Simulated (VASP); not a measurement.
# BeS (F-43m) in VASP: notebook

Runs on BeS. Level: PBE. Tasks: single point.

Everything below comes from runs of VASP 6.6.1. Logs are shortened: lines on timing, memory, paths and dates and some standing lists are left out, and cuts for length are marked.

## 1. The cell of the first run

The structure is cubic, space group F-43m (No. 216). The conventional cell has a = 4.850 Å, b = 4.850 Å, c = 4.850 Å, α = 90.00°, β = 90.00°, γ = 90.00°. Be (site symmetry -43m) has 4 S at 2.10 Å within 2.8 Å. Within 2.8 Å of S (site symmetry -43m) lie 4 Be at 2.10 Å.

## 2. Single point, PBE

File INCAR:

```
SYSTEM = BeS
  PREC = Accurate
  ENCUT = 520
  EDIFF = 1E-7
  ISMEAR = 0
  SIGMA = 0.1
  LREAL = .FALSE.
  LASPH = .TRUE.
  NELM = 100
  ALGO = Normal
  ISIF = 2
  LWAVE = .FALSE.
  LCHARG = .FALSE.
  GGA = PE
  NBANDS = 11
```

File KPOINTS:

```
regular mesh
0
G
  6 6 6
  0 0 0
```

File POSCAR:

```
BeS
1.0
    0.0000000000      2.4249999500      2.4249999500
    2.4249999500      0.0000000000      2.4249999500
    2.4249999500      2.4249999500      0.0000000000
Be S
1 1
Direct
    0.0000000000      0.0000000000      0.0000000000
    0.2500000000      0.2500000000      0.2500000000
```

Potentials or basis: VASP PAW PBE potentials, release 64 (Be, S).

On the command line:

```console
$ cat potpaw_PBE.64/Be/POTCAR potpaw_PBE.64/S/POTCAR > POTCAR
$ mpirun -np 1 vasp_std > vasp.out
```

OUTCAR:

```text
SYSTEM = BeS
   PREC = Accurate
   ENCUT = 520
   EDIFF = 1E-7
   ISMEAR = 0
   LREAL = .FALSE.
   LASPH = .TRUE.
   NELM = 100
   ISIF = 2
   GGA = PE

 ion  position               nearest neighbor table
   1  0.000  0.000  0.000-   2 2.10   2 2.10   2 2.10   2 2.10
   2  0.250  0.250  0.250-   1 2.10   1 2.10   1 2.10   1 2.10

  LATTYP: Found a face centered cubic cell.
 ALAT       =     4.8499999000

  Lattice vectors:

 A1 = (   0.0000000000,   2.4249999500,   2.4249999500)
 A2 = (   2.4249999500,   0.0000000000,   2.4249999500)
 A3 = (   2.4249999500,   2.4249999500,   0.0000000000)

Analysis of symmetry for initial positions (statically):
=====================================================================
 Subroutine PRICEL returns:
 Original cell was already a primitive cell.

 Routine SETGRP: Setting up the symmetry group for a
 face centered cubic supercell.

 Subroutine GETGRP returns: Found 24 space group operations
 (whereof 24 operations were pure point group operations)
 out of a pool of 48 trial point group operations.

The static configuration has the point symmetry T_d .

Analysis of symmetry for dynamics (positions and initial velocities):
=====================================================================
 Subroutine PRICEL returns:
 Original cell was already a primitive cell.

 Routine SETGRP: Setting up the symmetry group for a
 face centered cubic supercell.

 Subroutine GETGRP returns: Found 24 space group operations
 (whereof 24 operations were pure point group operations)
 out of a pool of 48 trial point group operations.

The dynamic configuration has the point symmetry T_d .

 Subroutine INISYM returns: Found 24 space group operations
 (whereof 24 operations are pure point group operations),
 and found     1 'primitive' translations

----------------------------------------------------------------------------------------

                                     Primitive cell

  volume of cell :      28.5210

  direct lattice vectors                    reciprocal lattice vectors
     0.000000000  2.424999950  2.424999950    -0.206185571  0.206185571  0.206185571
     2.424999950  0.000000000  2.424999950     0.206185571 -0.206185571  0.206185571
     2.424999950  2.424999950  0.000000000     0.206185571  0.206185571 -0.206185571

  length of vectors
     3.429467818  3.429467818  3.429467818     0.357123885  0.357123885  0.357123885

  position of ions in fractional coordinates (direct lattice)
     0.000000000  0.000000000  0.000000000
     0.250000000  0.250000000  0.250000000

  ion indices of the primitive-cell ions
   primitive index   ion index
                 1           1
                 2           2

----------------------------------------------------------------------------------------

 KPOINTS: regular mesh

Automatic generation of k-mesh.
 Grid dimensions read from file:
 generate k-points for:    6    6    6

 Generating k-lattice:

  Cartesian coordinates                     Fractional coordinates (reciprocal lattice)
    -0.034364262  0.034364262  0.034364262     0.166666667  0.000000000  0.000000000
     0.034364262 -0.034364262  0.034364262     0.000000000  0.166666667  0.000000000
     0.034364262  0.034364262 -0.034364262     0.000000000  0.000000000  0.166666667

  Length of vectors
     0.059520648  0.059520648  0.059520648

  Shift w.r.t. Gamma in fractional coordinates (k-lattice)
     0.000000000  0.000000000  0.000000000

 Subroutine IBZKPT returns following result:
 ===========================================

 Found     16 irreducible k-points:

 Following reciprocal coordinates:
            Coordinates               Weight
  0.000000  0.000000  0.000000      1.000000
  0.166667  0.000000  0.000000      8.000000
  0.333333  0.000000  0.000000      8.000000
  0.500000  0.000000  0.000000      4.000000
  0.166667  0.166667  0.000000      6.000000
  0.333333  0.166667  0.000000     24.000000
[... 8 lines left out ...]
 -0.333333  0.333333  0.166667     24.000000
 -0.333333  0.500000  0.166667     12.000000
   k-points           NKPTS =     16   k-points in BZ     NKDIM =     16   number of bands    NBANDS=     11
   number of dos      NEDOS =    301   number of ions     NIONS =      2
   total plane-waves  NPLWV =  21952
   dimension x,y,z NGX =    28 NGY =   28 NGZ =   28
   dimension x,y,z NGXF=    56 NGYF=   56 NGZF=   56
   ions per type =               1   1
   NGX,Y,Z   is equivalent  to a cutoff of  13.57, 13.57, 13.57 a.u.
   NGXF,Y,Z  is equivalent  to a cutoff of  27.15, 27.15, 27.15 a.u.
 SYSTEM =  BeS
   PREC   = accura    normal or accurate (medium, high low for compatibility)
   ISTART =      0    job   : 0-new  1-cont  2-samecut
   ICHARG =      2    charge: 1-file 2-atom 10-const
   ISPIN  =      1    spin polarized calculation?
   LNONCOLLINEAR =      F non collinear calculations
   LSORBIT =      F    spin-orbit coupling
   LASPH  =      T    aspherical Exc in radial PAW
   ENCUT  =  520.0 eV  38.22 Ry    6.18 a.u.   6.38  6.38  6.38*2*pi/ulx,y,z
   NELM   =    100;   NELMIN=  2; NELMDL= -5     # of ELM steps
   EDIFF  = 0.1E-06   stopping-criterion for ELM
   LREAL  =      F    real-space projection
   EDIFFG = 0.1E-05   stopping-criterion for IOM
   NSW    =      0    number of steps for IOM
   IBRION =     -1    ionic relax: 0-MD 1-quasi-New 2-CG
   NFREE  =      0    steps in history (QN), initial steepest desc. (CG)
   ISIF   =      2    stress and relaxation
   ISYM   =      2    0-nonsym 1-usesym 2-fastsym
   POTIM  = 0.5000    time-step for ionic-motion
   TEBEG  =    0.0;   TEEND  =   0.0 temperature during run
   PSTRESS=    0.0 pullay stress
   NELECT =       8.0000    total number of electrons
   NUPDOWN=      -1.0000    fix difference up-down
   EMIN   =  10.00;   EMAX   =-10.00  energy-range for DOS
   EFERMI =   0.00;   METHOD = LEGACY
   ISMEAR =     0;   SIGMA  =   0.10  broadening in eV -4-tet -1-fermi 0-gaus
   EFERMI_NEDOS =   21; number of points for ismear=-14 and -15
   IALGO  =     38    algorithm
   IMIX   =      4    mixing-type and parameters
     AMIX     =   0.40;   BMIX     =  1.00
     AMIX_MAG =   1.60;   BMIX_MAG =  1.00
  volume/ion in A,a.u.               =      14.26        96.23
  Fermi-wavevector in a.u.,A,eV,Ry     =   1.071642  2.025110 15.625159  1.148417
  Thomas-Fermi vector in A             =   2.207388
   LORBIT       =      0    0 simple, 1 ext, 2 COOP (PROOUT), +10 PAW based schemes
   GGA     = PE    functional components
   LHFCALC =     F    Hartree Fock is set to
   AEXX    =    0.0000 exact exchange contribution
   IVDW    =     0    specifies the selected vdW correction
   LEPSILON=     F    determine dielectric tensor
   LRPA    =     F    only Hartree local field effects (RPA)
 non-spin polarized calculation
 Gauss-broadening in eV      SIGMA  =   0.10
  energy-cutoff  :      520.00
  volume of cell :       28.52
 maximum number of plane-waves:       778
 NGX is ok and might be reduce to    28
   NGX = 13   NGY = 13   NGZ = 13

 number of electron       7.9999999 magnetization

 Free energy of the ion-electron system (eV)
  ---------------------------------------------------
  ext. energy  EPLUGINS =         0.00000000
  ---------------------------------------------------
  free energy    TOTEN  =       -10.00829261 eV

  energy without entropy =      -10.00829261  energy(sigma->0) =      -10.00829261

 E-fermi :   4.6733     XC(G=0):  -9.7300

 val. band max:        4.1768444054   @ k =   0.0000   0.0000   0.0000
 cond. band min:       7.2865911126   @ k =   0.5000   0.5000   0.0000
 fundamental gap:      3.1097467072
 Fermi energy:         4.6732643027

 k-point     1 :       0.0000    0.0000    0.0000
  band No.  band energies     occupation
      1      -9.5161      2.00000
      2       4.1768      2.00000
      3       4.1768      2.00000
      4       4.1768      2.00000
      5       9.8453      0.00000
      6       9.8453      0.00000
      7       9.8453      0.00000
      8      10.0625      0.00000
      9      16.9897      0.00000
     10      16.9897      0.00000
     11      19.0480      0.00000

 k-point     2 :       0.1667    0.0000    0.0000
  band No.  band energies     occupation
      1      -9.2054      2.00000
      2       2.2870      2.00000
      3       3.8505      2.00000
      4       3.8505      2.00000
      5       9.7684      0.00000
      6      10.4111      0.00000
      7      10.4111      0.00000
      8      12.0450      0.00000
      9      16.0709      0.00000
     10      16.0709      0.00000
     11      18.7405      0.00000

 k-point     3 :       0.3333    0.0000    0.0000
  band No.  band energies     occupation
      1      -8.4301      2.00000
      2      -0.3839      2.00000
      3       3.3472      2.00000
      4       3.3472      2.00000
      5       9.6955      0.00000
      6      10.8363      0.00000
      7      10.8363      0.00000
      8      14.5784      0.00000
      9      16.8096      0.00000
     10      16.8096      0.00000
     11      18.4329      0.00000

 k-point     4 :       0.5000    0.0000    0.0000
  band No.  band energies     occupation
      1      -7.9052      2.00000
      2      -1.6115      2.00000
      3       3.1424      2.00000
      4       3.1424      2.00000
      5       9.6552      0.00000
      6      10.7382      0.00000
      7      10.7382      0.00000
      8      15.3848      0.00000
      9      19.1163      0.00000
     10      19.1163      0.00000
     11      19.3682      0.00000
[... 127 lines left out ...]
 k-point    14 :       0.5000    0.3333    0.1667
  band No.  band energies     occupation
      1      -7.8578      2.00000
      2      -0.2084      2.00000
      3       1.1851      2.00000
      4       2.2657      2.00000
      5       9.9398      0.00000
      6      11.2094      0.00000
      7      11.9975      0.00000
      8      14.4771      0.00000
      9      16.8119      0.00000
     10      18.7930      0.00000
     11      20.8617      0.00000

 k-point    15 :      -0.3333    0.3333    0.1667
  band No.  band energies     occupation
      1      -7.4756      2.00000
      2      -0.6880      2.00000
      3       0.7337      2.00000
      4       1.7897      2.00000
      5      10.3576      0.00000
      6      11.2104      0.00000
      7      13.6451      0.00000
      8      14.4520      0.00000
      9      15.4127      0.00000
     10      19.6600      0.00000
     11      20.5411      0.00000

 k-point    16 :      -0.3333    0.5000    0.1667
  band No.  band energies     occupation
      1      -7.3213      2.00000
      2      -0.4233      2.00000
      3       0.7583      2.00000
      4       0.9847      2.00000
      5       9.3258      0.00000
      6      10.8485      0.00000
      7      14.2053      0.00000
      8      14.6670      0.00000
      9      18.6495      0.00000
     10      18.6656      0.00000
     11      21.1844      0.00000

------------------------ aborting loop because EDIFF is reached ----------------------------------------

  FORCE on cell =-STRESS in cart. coord.  units (eV):
  Direction    XX          YY          ZZ          XY          YZ          ZX
  --------------------------------------------------------------------------------------
  -------------------------------------------------------------------------------------
  Total        0.2834218      0.2834218      0.2834218     -0.0000000     -0.0000000      0.0000000
  in kB       15.9213019     15.9213019     15.9213019     -0.0000000     -0.0000000      0.0000000
  external PRESSURE =      15.9213019 kB  Pullay stress =       0.0000000 kB

 VOLUME and BASIS-vectors are now :
 -----------------------------------------------------------------------------
  energy-cutoff  :      520.00
  volume of cell :       28.52
      direct lattice vectors                 reciprocal lattice vectors
     0.000000000  2.424999950  2.424999950    -0.206185571  0.206185571  0.206185571
     2.424999950  0.000000000  2.424999950     0.206185571 -0.206185571  0.206185571
     2.424999950  2.424999950  0.000000000     0.206185571  0.206185571 -0.206185571

 POSITION                                       TOTAL-FORCE (eV/Angst)
 -----------------------------------------------------------------------------------
      0.00000      0.00000      0.00000         0.000000      0.000000      0.000000
      1.21250      1.21250      1.21250        -0.000000     -0.000000     -0.000000
 -----------------------------------------------------------------------------------
    total drift:                               -0.000000     -0.000000      0.000000

  FREE ENERGIE OF THE ION-ELECTRON SYSTEM (eV)
  ---------------------------------------------------
  free  energy   TOTEN  =       -10.0082926121 eV

  energy  without entropy=      -10.0082926121  energy(sigma->0) =      -10.00829261
```

Wall time 7.5 s (1 thread of Intel Xeon Platinum 8259CL at 2.50GHz (Skylake/Cascade Lake), shared host); peak memory 0.14 GiB.

Results:

```
Free energy            : -10.0083 eV
Pressure               : 1.6 GPa
Band gap on the k mesh : 3.11 eV, indirect (least direct gap 5.67 eV)
```

Levels at points of the mesh, in eV from the valence-band top:
| k point | band 1 | band 2 | band 3 | band 4 | band 5 | band 6 | band 7 | band 8 |
| --- | --- | --- | --- | --- | --- | --- | --- | --- |
| (0.00, 0.00, 0.00) | -13.69 | 0.00 | 0.00 | 0.00 | 5.67 | 5.67 | 5.67 | 5.89 |
| (0.50, 0.00, 0.00) | -12.08 | -5.79 | -1.03 | -1.03 | 5.48 | 6.56 | 6.56 | 11.21 |
| (0.50, 0.50, 0.00) | -11.54 | -5.02 | -2.64 | -2.64 | 3.11 | 4.92 | 12.78 | 12.78 |

## 3. Single point, PBE (volume scaled by 0.94)

File INCAR:

```
ALGO = Normal
EDIFF = 1E-6
ENCUT = 520
GGA = PE
ISIF = 2
ISMEAR = 0
LASPH = True
LCHARG = True
LELF = True
LREAL = False
LVHAR = True
LWAVE = False
NBANDS = 11
NELM = 60
PREC = Accurate
SIGMA = 0.02
```

File KPOINTS:

```
k-points
0
Gamma
  8 8 8
```

File POSCAR:

```
BeS
1.0
    0.0000000000      2.3881514563      2.3881514563
    2.3881514563      0.0000000000      2.3881514563
    2.3881514563      2.3881514563      0.0000000000
Be S
1 1
Direct
    0.0000000000      0.0000000000      0.0000000000
    0.2500000000      0.2500000000      0.2500000000
```

Potentials or basis: VASP PAW PBE potentials, release 64 (Be, S).

On the command line:

```console
$ cat potpaw_PBE.64/Be/POTCAR potpaw_PBE.64/S/POTCAR > POTCAR
$ mpirun -np 1 vasp_std > vasp.out
```

Wall time 11 s (1 thread of Intel Xeon Platinum 8259CL at 2.50GHz (Skylake/Cascade Lake), shared host); peak memory 0.15 GiB.

It converged, with:

| Property | Result |
| --- | --- |
| Free energy | -9.9792 eV |
| Pressure | 6.5 GPa |
| Band gap on the k mesh | 3.00 eV, indirect (least direct gap 5.65 eV) |

Levels at points of the mesh, in eV from the valence-band top:
```csv
k point,band 1,band 2,band 3,band 4,band 5,band 6,band 7,band 8,band 9
"(0.00, 0.00, 0.00)",-14.01,0.00,0.00,0.00,5.65,5.65,5.65,6.28,12.90
"(0.50, 0.00, 0.00)",-12.27,-6.09,-1.10,-1.10,5.65,6.55,6.55,11.42,15.15
"(0.50, 0.50, 0.00)",-11.68,-5.26,-2.80,-2.80,3.00,4.87,13.16,13.16,16.18
```

(Continued in part 2 of 2.)
